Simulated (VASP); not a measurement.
Crystal: Sb.

```
CELL_PARAMETERS angstrom
0.00000 2.35798 2.35798
2.35798 0.00000 2.35798
2.35798 2.35798 0.00000
ATOMIC_POSITIONS crystal
Sb 0.00000 0.00000 0.00000
```

This isn't the form of Sb at room conditions, which is rhombohedral.

| Quantity | Value |
| --- | --- |
| Program | VASP 6.6.1 |
| Task | relaxation of cell and atoms |
| Functional | PBEsol |
| Dispersion | D4 |
| Potentials or basis | VASP PAW PBE potentials, release 64 (Sb) |
| Cutoff | 500 eV |
| k mesh | 16 × 16 × 16 |
| Occupations | gaussian, width 0.1 eV |
| Spin | no spin polarisation |

At the start: pressure -2.1 GPa; volume 26.22 Å³/atom.

How do energy, volume and symmetry change on relaxing?

Over 3 steps the energy falls by 5.5 meV/atom and the volume is 25.41 Å³/atom (-3.1 %); space group Fm-3m (No. 225, to 0.1 Å) before and after.

The path:
```tsv
step	energy change (eV)	largest force (eV/Å)	pressure (GPa)	volume (Å³)
1	0.0000	0.0000	-2.13	26.22
2	-0.0033	0.0000	1.49	24.92
3	-0.0055	0.0000	0.01	25.41
```

Final structure:
```yaml
crystal:
  lattice:
    - [0.00000, 2.33347, 2.33347]
    - [2.33347, 0.00000, 2.33347]
    - [2.33347, 2.33347, 0.00000]
  atoms:
    - { symbol: Sb, position: [0.00000, 0.00000, 0.00000] }
```

Caveat: the PAW data sets were made with another functional, which shifts forces and pressure a little.
